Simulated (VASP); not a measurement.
# Sn3As (P6_3/mmc) in VASP: a series of runs

The runs below take Sn3As through single point, with PBE.

All numbers are computed with VASP 6.6.1; they aren't measurements. Logs are shortened: lines on timing, memory, paths and dates and some standing lists are left out, and cuts for length are marked.

## 1. The cell of the first run

Symmetry: P6_3/mmc, No. 194, hexagonal system. The conventional cell has a = 6.511 Å, b = 6.511 Å, c = 5.620 Å, α = 90.00°, β = 90.00°, γ = 120.00°. Sn (site symmetry mm2) has 8 Sn at 3.22 to 3.39 Å and 4 As at 3.26 to 3.37 Å within 4.2 Å. Within 4.3 Å of As (site symmetry -6m2) lie 12 Sn at 3.26 to 3.37 Å.

## 2. Single point, PBE

Contents of INCAR:

```
PREC     = Accurate       # precision mode
ENCUT    = 520            # plane-wave cutoff, eV
EDIFF    = 1E-6           # SCF threshold, eV
ISMEAR   = 0              # smearing method
SIGMA    = 0.1            # smearing width, eV
LREAL    = F              # projectors in reciprocal space
LASPH    = T              # aspherical terms in the spheres
NELM     = 100            # most SCF steps
ALGO     = Fast           # electronic algorithm
ISIF     = 2              # what is computed and relaxed
LWAVE    = F              # write WAVECAR
LCHARG   = F              # write CHGCAR
GGA      = PE             # functional
NBANDS   = 57             # bands
```

Contents of KPOINTS:

```
Automatic mesh
0
Gamma
  3 3 4
```

Contents of POSCAR:

```
Sn3As
1.0
    6.5111922700      0.0000000000      0.0000000000
   -3.2555961400      5.6388579200      0.0000000000
    0.0000000000      0.0000000000      5.6200079900
Sn As
6 2
Direct
    0.3367260100      0.1683630000      0.7500000000
    0.8316370000      0.1683630000      0.7500000000
    0.8316370000      0.6632739900      0.7500000000
    0.6632739900      0.8316370000      0.2500000000
    0.1683630000      0.8316370000      0.2500000000
    0.1683630000      0.3367260100      0.2500000000
    0.6666666700      0.3333333300      0.2500000000
    0.3333333300      0.6666666700      0.7500000000
```

Potentials or basis: VASP PAW PBE potentials, release 64 (Sn_d, As).

Started as:

```sh
> cat potpaw_PBE.64/Sn_d/POTCAR potpaw_PBE.64/As/POTCAR > POTCAR
> mpirun -np 1 vasp_std > vasp.out
```

OUTCAR:

```text
PREC = Accurate
   ENCUT = 520
   EDIFF = 1E-6
   ISMEAR = 0
   LREAL = F
   LASPH = T
   NELM = 100
   ISIF = 2
   GGA = PE

 ion  position               nearest neighbor table
   1  0.337  0.168  0.750-   2 3.22   3 3.22   8 3.26   8 3.26   2 3.29   3 3.29   5 3.39   5 3.39
                             6 3.39   6 3.39
   2  0.832  0.168  0.750-   1 3.22   3 3.22   8 3.26   8 3.26   1 3.29   3 3.29   6 3.39   6 3.39
                             4 3.39   4 3.39
   3  0.832  0.663  0.750-   1 3.22   2 3.22   8 3.26   8 3.26   1 3.29   2 3.29   5 3.39   5 3.39
                             4 3.39   4 3.39
   4  0.663  0.832  0.250-   5 3.22   6 3.22   7 3.26   7 3.26   5 3.29   6 3.29   2 3.39   2 3.39
                             3 3.39   3 3.39
   5  0.168  0.832  0.250-   4 3.22   6 3.22   7 3.26   7 3.26   4 3.29   6 3.29   3 3.39   3 3.39
                             1 3.39   1 3.39
   6  0.168  0.337  0.250-   4 3.22   5 3.22   7 3.26   7 3.26   4 3.29   5 3.29   2 3.39   2 3.39
                             1 3.39   1 3.39
   7  0.667  0.333  0.250-   6 3.26   4 3.26   5 3.26   5 3.26   6 3.26   4 3.26
   8  0.333  0.667  0.750-   3 3.26   1 3.26   2 3.26   2 3.26   3 3.26   1 3.26

  LATTYP: Found a hexagonal cell.
 ALAT       =     6.5111922700
 C/A-ratio  =     0.8631304002

  Lattice vectors:

 A1 = (   6.5111922700,   0.0000000000,   0.0000000000)
 A2 = (  -3.2555961400,   5.6388579200,   0.0000000000)
 A3 = (   0.0000000000,   0.0000000000,   5.6200079900)

Analysis of symmetry for initial positions (statically):
=====================================================================
 Subroutine PRICEL returns:
 Original cell was already a primitive cell.

 Routine SETGRP: Setting up the symmetry group for a
 hexagonal supercell.

 Subroutine GETGRP returns: Found 24 space group operations
 (whereof 12 operations were pure point group operations)
 out of a pool of 24 trial point group operations.

The static configuration has the point symmetry D_3d.
 The point group associated with its full space group is D_6h.

Analysis of symmetry for dynamics (positions and initial velocities):
=====================================================================
 Subroutine PRICEL returns:
 Original cell was already a primitive cell.

 Routine SETGRP: Setting up the symmetry group for a
 hexagonal supercell.

 Subroutine GETGRP returns: Found 24 space group operations
 (whereof 12 operations were pure point group operations)
 out of a pool of 24 trial point group operations.

The dynamic configuration has the point symmetry D_3d.
 The point group associated with its full space group is D_6h.

 Subroutine INISYM returns: Found 24 space group operations
 (whereof 12 operations are pure point group operations),
 and found     1 'primitive' translations

----------------------------------------------------------------------------------------

                                     Primitive cell

  volume of cell :     206.3425

  direct lattice vectors                    reciprocal lattice vectors
     6.511192270  0.000000000  0.000000000     0.153581703  0.088670438  0.000000000
    -3.255596140  5.638857920  0.000000000     0.000000000  0.177340875  0.000000000
     0.000000000  0.000000000  5.620007990     0.000000000  0.000000000  0.177935690

  length of vectors
     6.511192270  6.511192277  5.620007990     0.177340876  0.177340875  0.177935690

  position of ions in fractional coordinates (direct lattice)
     0.336726010  0.168363000  0.750000000
     0.831637000  0.168363000  0.750000000
     0.831637000  0.663273990  0.750000000
     0.663273990  0.831637000  0.250000000
     0.168363000  0.831637000  0.250000000
     0.168363000  0.336726010  0.250000000
     0.666666670  0.333333330  0.250000000
     0.333333330  0.666666670  0.750000000

  ion indices of the primitive-cell ions
   primitive index   ion index
                 1           1
                 2           2
                 3           3
                 4           4
                 5           5
                 6           6
                 7           7
                 8           8

----------------------------------------------------------------------------------------

 KPOINTS: Automatic mesh

Automatic generation of k-mesh.
 Grid dimensions read from file:
 generate k-points for:    3    3    4

 Generating k-lattice:

  Cartesian coordinates                     Fractional coordinates (reciprocal lattice)
     0.051193901  0.029556813  0.000000000     0.333333333  0.000000000  0.000000000
     0.000000000  0.059113625  0.000000000     0.000000000  0.333333333  0.000000000
     0.000000000  0.000000000  0.044483923     0.000000000  0.000000000  0.250000000

  Length of vectors
     0.059113625  0.059113625  0.044483923

  Shift w.r.t. Gamma in fractional coordinates (k-lattice)
     0.000000000  0.000000000  0.000000000

 Subroutine IBZKPT returns following result:
 ===========================================

 Found      9 irreducible k-points:

 Following reciprocal coordinates:
            Coordinates               Weight
  0.000000  0.000000  0.000000      1.000000
  0.333333  0.000000  0.000000      6.000000
  0.333333  0.333333  0.000000      2.000000
  0.000000  0.000000  0.250000      2.000000
  0.333333  0.000000  0.250000     12.000000
  0.333333  0.333333  0.250000      4.000000
  0.000000  0.000000  0.500000      1.000000
  0.333333  0.000000  0.500000      6.000000
  0.333333  0.333333  0.500000      2.000000
   k-points           NKPTS =      9   k-points in BZ     NKDIM =      9   number of bands    NBANDS=     57
   number of dos      NEDOS =    301   number of ions     NIONS =      8
   total plane-waves  NPLWV =  96768
   dimension x,y,z NGX =    48 NGY =   48 NGZ =   42
   dimension x,y,z NGXF=    96 NGYF=   96 NGZF=   84
   ions per type =               6   2
   NGX,Y,Z   is equivalent  to a cutoff of  12.26, 12.26, 12.42 a.u.
   NGXF,Y,Z  is equivalent  to a cutoff of  24.51, 24.51, 24.85 a.u.
 SYSTEM =  unknown system
   PREC   = accura    normal or accurate (medium, high low for compatibility)
   ISTART =      0    job   : 0-new  1-cont  2-samecut
   ICHARG =      2    charge: 1-file 2-atom 10-const
   ISPIN  =      1    spin polarized calculation?
   LNONCOLLINEAR =      F non collinear calculations
   LSORBIT =      F    spin-orbit coupling
   LASPH  =      T    aspherical Exc in radial PAW
   ENCUT  =  520.0 eV  38.22 Ry    6.18 a.u.  12.11 12.11 10.45*2*pi/ulx,y,z
   NELM   =    100;   NELMIN=  2; NELMDL= -5     # of ELM steps
   EDIFF  = 0.1E-05   stopping-criterion for ELM
   LREAL  =      F    real-space projection
   EDIFFG = 0.1E-04   stopping-criterion for IOM
   NSW    =      0    number of steps for IOM
   IBRION =     -1    ionic relax: 0-MD 1-quasi-New 2-CG
   NFREE  =      0    steps in history (QN), initial steepest desc. (CG)
   ISIF   =      2    stress and relaxation
   ISYM   =      2    0-nonsym 1-usesym 2-fastsym
   POTIM  = 0.5000    time-step for ionic-motion
   TEBEG  =    0.0;   TEEND  =   0.0 temperature during run
   PSTRESS=    0.0 pullay stress
   NELECT =      94.0000    total number of electrons
   NUPDOWN=      -1.0000    fix difference up-down
   EMIN   =  10.00;   EMAX   =-10.00  energy-range for DOS
   EFERMI =   0.00;   METHOD = LEGACY
   ISMEAR =     0;   SIGMA  =   0.10  broadening in eV -4-tet -1-fermi 0-gaus
   EFERMI_NEDOS =   21; number of points for ismear=-14 and -15
   IALGO  =     68    algorithm
   IMIX   =      4    mixing-type and parameters
     AMIX     =   0.40;   BMIX     =  1.00
     AMIX_MAG =   1.60;   BMIX_MAG =  1.00
  volume/ion in A,a.u.               =      25.79       174.06
  Fermi-wavevector in a.u.,A,eV,Ry     =   1.259664  2.380419 21.589077  1.586752
  Thomas-Fermi vector in A             =   2.393212
   LORBIT       =      0    0 simple, 1 ext, 2 COOP (PROOUT), +10 PAW based schemes
   GGA     = PE    functional components
   LHFCALC =     F    Hartree Fock is set to
   AEXX    =    0.0000 exact exchange contribution
   IVDW    =     0    specifies the selected vdW correction
   LEPSILON=     F    determine dielectric tensor
   LRPA    =     F    only Hartree local field effects (RPA)
 non-spin polarized calculation
 RMM-DIIS sequential band-by-band and
 Gauss-broadening in eV      SIGMA  =   0.10
  energy-cutoff  :      520.00
  volume of cell :      206.34
 maximum number of plane-waves:      5580
   NGX = 25   NGY = 25   NGZ = 21

 number of electron      94.0000023 magnetization

 Free energy of the ion-electron system (eV)
  ---------------------------------------------------
  ext. energy  EPLUGINS =         0.00000000
  ---------------------------------------------------
  free energy    TOTEN  =       -30.68617693 eV

  energy without entropy =      -30.64907042  energy(sigma->0) =      -30.66762367

 E-fermi :   7.5328     XC(G=0): -10.3218

 val. band max:        7.4911504697   @ k =   0.3333   0.0000   0.2500
 cond. band min:       7.6166504083   @ k =   0.3333   0.3333   0.2500
 fundamental gap:      0.1254999386
 Fermi energy:         7.5328059913

 k-point     1 :       0.0000    0.0000    0.0000
  band No.  band energies     occupation
      1     -14.1968      2.00000
      2     -14.1859      2.00000
      3     -14.1859      2.00000
      4     -14.1499      2.00000
      5     -14.1455      2.00000
      6     -14.1455      2.00000
[... 49 lines left out ...]
     56      11.3599      0.00000
     57      13.3115      0.00000

 k-point     2 :       0.3333    0.0000    0.0000
  band No.  band energies     occupation
      1     -14.1822      2.00000
      2     -14.1513      2.00000
      3     -14.1454      2.00000
      4     -14.1351      2.00000
      5     -14.1287      2.00000
      6     -14.1241      2.00000
[... 49 lines left out ...]
     56      10.4952      0.00000
     57      10.9642      0.00000
[... 358 lines left out ...]
     56      10.6699      0.00000
     57      11.1056      0.00000

 k-point     9 :       0.3333    0.3333    0.5000
  band No.  band energies     occupation
      1     -14.1433      2.00000
      2     -14.1433      2.00000
      3     -14.1364      2.00000
      4     -14.1364      2.00000
      5     -14.1105      2.00000
      6     -14.1105      2.00000
[... 49 lines left out ...]
     56      10.0161      0.00000
     57      10.0196      0.00000

------------------------ aborting loop because EDIFF is reached ----------------------------------------

  FORCE on cell =-STRESS in cart. coord.  units (eV):
  Direction    XX          YY          ZZ          XY          YZ          ZX
  --------------------------------------------------------------------------------------
  -------------------------------------------------------------------------------------
  Total        1.9588926      1.9588926     -2.0384282     -0.0000000      0.0000000      0.0000000
  in kB       15.2101188     15.2101188    -15.8276848     -0.0000000      0.0000000      0.0000000
  external PRESSURE =       4.8641843 kB  Pullay stress =       0.0000000 kB

 VOLUME and BASIS-vectors are now :
 -----------------------------------------------------------------------------
  energy-cutoff  :      520.00
  volume of cell :      206.34
      direct lattice vectors                 reciprocal lattice vectors
     6.511192270  0.000000000  0.000000000     0.153581703  0.088670438  0.000000000
    -3.255596140  5.638857920  0.000000000     0.000000000  0.177340875  0.000000000
     0.000000000  0.000000000  5.620007990     0.000000000  0.000000000  0.177935690

 POSITION                                       TOTAL-FORCE (eV/Angst)
 -----------------------------------------------------------------------------------
      1.64437      0.94938      4.21501         0.071047      0.041019     -0.000000
      4.86683      0.94938      4.21501        -0.071047      0.041019     -0.000000
      3.25560      3.74011      4.21501         0.000000     -0.082038     -0.000000
      1.61123      4.68948      1.40500        -0.071047     -0.041019      0.000000
     -1.61123      4.68948      1.40500         0.071047     -0.041019      0.000000
     -0.00000      1.89875      1.40500        -0.000000      0.082038      0.000000
      3.25560      1.87962      1.40500         0.000000      0.000000      0.000000
     -0.00000      3.75924      4.21501         0.000000      0.000000      0.000000
 -----------------------------------------------------------------------------------
    total drift:                               -0.000021      0.000012     -0.000000

  FREE ENERGIE OF THE ION-ELECTRON SYSTEM (eV)
  ---------------------------------------------------
  free  energy   TOTEN  =       -30.6861769321 eV

  energy  without entropy=      -30.6490704165  energy(sigma->0) =      -30.66762367
```

Run time: 64 s. Hardware: 1 thread of Intel Xeon 6975P-C (Granite Rapids), shared host; peak memory 0.34 GiB.

Results:

```yaml
Free_energy: -30.6862 eV
Pressure: 0.5 GPa
Largest_force: 0.082 eV/Å
Band_gap_on_the_k_mesh: zero (bands 47 and 48 overlap by 2.38 eV)
```

Forces on the atoms (eV/Å):
```
Sn   0.071  0.041  0.000
Sn  -0.071  0.041  0.000
Sn   0.000 -0.082  0.000
Sn  -0.071 -0.041  0.000
Sn   0.071 -0.041  0.000
Sn   0.000  0.082  0.000
As   0.000  0.000  0.000
As   0.000  0.000  0.000
```

Levels at points of the mesh, in eV from the Fermi level:
| k point | band 44 | band 45 | band 46 | band 47 | band 48 | band 49 |
| --- | --- | --- | --- | --- | --- | --- |
| (0.00, 0.00, 0.00) | -2.43 | -2.24 | -1.90 | -0.67 | -0.67 | 0.31 |
| (0.00, 0.00, 0.50) | -4.33 | -0.29 | -0.29 | 1.71 | 1.71 | 2.34 |

Caveat: the k points lie up to 0.37 Å⁻¹ apart, too coarse for converged energies and pressures of a metal; spin-orbit coupling is left out, which moves the levels of the heavy elements.

## 3. Single point, PBE

This run uses another cell than the first one, of 25.67 Å³/atom.

Contents of INCAR:

```
ALGO     = Fast           # electronic algorithm
EDIFF    = 1E-6           # SCF threshold, eV
ENCUT    = 520            # plane-wave cutoff, eV
GGA      = PE             # functional
ISIF     = 2              # what is computed and relaxed
ISMEAR   = 0              # smearing method
LASPH    = True           # aspherical terms in the spheres
LCHARG   = False          # write CHGCAR
LREAL    = False          # projectors in reciprocal space
LWAVE    = False          # write WAVECAR
NBANDS   = 57             # bands
NELM     = 60             # most SCF steps
PREC     = Accurate       # precision mode
SIGMA    = 0.1            # smearing width, eV
```

Contents of KPOINTS:

```
k-points
0
Gamma
  6 6 8
```

Contents of POSCAR:

```
Sn3As
1.0
    6.6539612906      0.0000000030      0.0000000000
   -3.3269806478      5.7624995120      0.0000000000
    0.0000000000      0.0000000000      5.3563875781
Sn As
6 2
Direct
    0.3419385254      0.1709692627      0.7500000000
    0.8290307373      0.1709692627      0.7500000000
    0.8290307373      0.6580614746      0.7500000000
    0.6580614746      0.8290307373      0.2500000000
    0.1709692627      0.8290307373      0.2500000000
    0.1709692627      0.3419385254      0.2500000000
    0.6666666667      0.3333333333      0.2500000000
    0.3333333333      0.6666666667      0.7500000000
```

Potentials or basis: VASP PAW PBE potentials, release 64 (Sn_d, As).

Started as:

```sh
> cat potpaw_PBE.64/Sn_d/POTCAR potpaw_PBE.64/As/POTCAR > POTCAR
> mpirun -np 1 vasp_std > vasp.out
```

Run time: 3.7 min. Hardware: 1 thread of Intel Xeon 6975P-C (Granite Rapids), shared host; peak memory 0.48 GiB.

The run converged. Its results:

```yaml
Free_energy: -31.3452 eV
Pressure: 0.0 GPa
Band_gap_on_the_k_mesh: zero (bands 47 and 48 overlap by 2.84 eV)
```

Levels at points of the mesh, in eV from the Fermi level:
```
           k point  band 45  band 46  band 47  band 48  band 49  band 50
(0.00, 0.00, 0.00)    -1.95    -1.63    -0.65    -0.65     0.45     1.26
(0.50, 0.00, 0.00)    -1.84    -1.12    -1.07    -0.56     0.45     1.08
(0.00, 0.00, 0.50)     0.49     0.49     2.13     2.13     2.13     2.13
(0.50, 0.00, 0.50)    -0.42    -0.42    -0.15    -0.15     0.39     0.39
```

Caveat: spin-orbit coupling is left out, which moves the levels of the heavy elements.
